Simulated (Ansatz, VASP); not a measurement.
# One calculation of In, two programs

Contents of INCAR:

```
PREC     = Accurate       # precision mode
ENCUT    = 520            # plane-wave cutoff, eV
EDIFF    = 1E-7           # SCF threshold, eV
ISMEAR   = -1             # smearing method
SIGMA    = 0.05           # smearing width, eV
LREAL    = F              # projectors in reciprocal space
LASPH    = T              # aspherical terms in the spheres
NELM     = 80             # most SCF steps
ALGO     = Normal         # electronic algorithm
ISIF     = 2              # what is computed and relaxed
LWAVE    = F              # write WAVECAR
LCHARG   = T              # write CHGCAR
GGA      = PE             # functional
LELF     = T              # ELF
LVHAR    = T            
NBANDS   = 12             # bands
```

File KPOINTS:

```
Automatic mesh
0
Gamma
  14 14 14
```

Contents of POSCAR:

```
In
1.0
   -1.6261500000      1.6261500000      2.4739500000
    1.6261500000     -1.6261500000      2.4739500000
    1.6261500000      1.6261500000     -2.4739500000
In
1
Direct
    0.0000000000      0.0000000000      0.0000000000
```

Input for Ansatz:

```yaml
crystal:
  lattice:
    - [-1.62615, 1.62615, 2.47395]
    - [1.62615, -1.62615, 2.47395]
    - [1.62615, 1.62615, -2.47395]
  atoms:
    - { symbol: In, position: [0.0, 0.0, 0.0] }
kpoints:
  mp_grid: { grid: [14, 14, 14] }
scf:
  occupations: { method: fermi_dirac, width: 0.05 }
hamiltonian:
  xc: pbe
  pseudopotentials: { kind: all_electron, lapw: { basis_error: 0.01 } }
output:
  forces: true
  stress: true
  eigenvalues: true
```

Alike in both runs: task single point; functional PBE; k mesh 14 × 14 × 14; occupations fermi-dirac, width 0.05 eV; no spin polarisation.

```csv
,VASP,Ansatz
version,VASP 6.6.1,Ansatz 0.2.0
potentials or method,"VASP PAW PBE potentials, release 64 (In_d), cutoff 520 eV","all-electron LAPW, scalar-relativistic"
```

```csv
,VASP,Ansatz,Ansatz less VASP
pressure (GPa),1.9,1.9,+0.07
"traceless stress, the component that is largest in VASP (GPa)",0.18,0.18,+0.003
```

Ansatz ran all-electron here, and VASP with PAW potentials.
